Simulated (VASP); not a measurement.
A run of VASP 6.6.1:

Contents of INCAR:

```
ALGO = Normal ; EDIFF = 1E-8
ENCUT = 520 ; GGA = PE
ISIF = 2 ; ISMEAR = -1
LASPH = T ; LCHARG = F
LEFG = T ; LREAL = F
LWAVE = F ; NBANDS = 12
NELM = 100 ; PREC = Accurate
SIGMA = 0.05
```

File KPOINTS:

```
k-points
0
Gamma
  16 16 16
```

File POSCAR:

```
Zr
1.0
    0.0000000000      2.2550000000      2.2550000000
    2.2550000000      0.0000000000      2.2550000000
    2.2550000000      2.2550000000      0.0000000000
Zr
1
Direct
    0.0000000000      0.0000000000      0.0000000000
```

Potentials or basis: VASP PAW PBE potentials, release 64 (Zr_sv).

Launch:

```sh
$ cat potpaw_PBE.64/Zr_sv/POTCAR > POTCAR
$ mpirun -np 1 vasp_std > vasp.out
```

Hardware: 1 thread of Intel Xeon 6975P-C, with other jobs on the host.

Problem. Estimate the wall time of this run.

Solution. It took 19 s on 1 thread of Intel Xeon 6975P-C, with other jobs on the host, peak memory 0.16 GiB. Counts: scf iterations 14, k points 145.
